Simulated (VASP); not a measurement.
Set up this calculation in VASP 6.6.1, as the native input.

```
Task                   : relaxation of cell and atoms
Functional             : r2SCAN
Potentials or basis    : VASP PAW PBE potentials, release 64 (Si, C)
Cutoff                 : 600 eV
k mesh                 : 9 × 9 × 4
Occupations            : gaussian, width 0.1 eV
Spin                   : no spin polarisation
Dipole correction      : no
Further INCAR settings : ALGO = Normal; EDIFF = 1e-06; IBRION = 2; EDIFFG = -0.05; NSW = 100; ISIF = 3
```

SiC:

```xyz
4
Lattice="3.0760 0.0000 0.0000 -1.5380 2.6639 0.0000 0.0000 0.0000 5.0480" Properties=species:S:1:pos:R:3 pbc="T T T"
Si    0.0000    1.7759    0.0000
Si    1.5380    0.8880    2.5240
C     0.0000    1.7759    2.5240
C     1.5380    0.8880    5.0480
```

The input as run:

POSCAR

```
SiC
1.0
    3.0760000000      0.0000000000      0.0000000000
   -1.5380000000      2.6638941420      0.0000000000
    0.0000000000      0.0000000000      5.0480000000
Si C
2 2
Direct
    0.3333333333      0.6666666667      0.0000000000
    0.6666666667      0.3333333333      0.5000000000
    0.3333333333      0.6666666667      0.5000000000
    0.6666666667      0.3333333333      1.0000000000
```

INCAR.step1

```
SYSTEM = SiC
PREC = Accurate ; ENCUT = 600
ISMEAR = 0 ; SIGMA = 0.1
LREAL = .FALSE. ; LASPH = .TRUE.
NELM = 80 ; GGA = PE
ALGO = Normal ; EDIFF = 1E-4
LWAVE = .TRUE. ; LCHARG = .FALSE.
```

INCAR.step2

```
SYSTEM = SiC
PREC = Accurate ; ENCUT = 600
EDIFF = 1E-6 ; ISMEAR = 0
SIGMA = 0.1 ; LREAL = .FALSE.
LASPH = .TRUE. ; NELM = 80
ALGO = Normal ; ISIF = 3
LWAVE = .FALSE. ; LCHARG = .FALSE.
METAGGA = R2SCAN ; LMIXTAU = .TRUE.
IBRION = 2 ; NSW = 100
EDIFFG = -0.05 ; ISTART = 1
```

KPOINTS

```
Automatic mesh
0
G
  9 9 4
  0 0 0
```

Potentials or basis: VASP PAW PBE potentials, release 64 (Si, C).

Run with:

```console
$ cat potpaw_PBE.64/Si/POTCAR potpaw_PBE.64/C/POTCAR > POTCAR
$ cp INCAR.step1 INCAR
$ mpirun -np 1 vasp_std > vasp.out
$ cp INCAR.step2 INCAR
$ mpirun -np 1 vasp_std > vasp.out
```

Results of the run:

| Item | Value |
| --- | --- |
| Relaxed volume | 10.69 Å³/atom |
| Relaxed cell | a = 3.127 Å, b = 3.127 Å, c = 5.049 Å, α = 90.00°, β = 90.00°, γ = 120.00° |
| Space group after relaxing (to 0.1 Å) | P6_3/mmc (No. 194) |
| Energy gained by relaxing | 14.9 meV/atom |
| Ionic steps | 5 |
| Pressure after relaxing | -0.2 GPa |
| Band gap on the k mesh | 0.65 eV (least direct gap 2.46 eV) |

Caveat: semilocal functionals underestimate gaps, and a narrow one can read as zero; the PAW data sets were made with another functional, which shifts forces and pressure a little.

It took 2.8 min on 1 thread of Intel(R) Xeon(R) Platinum 8559C (Emerald Rapids), on a shared host, peak memory 0.18 GiB.
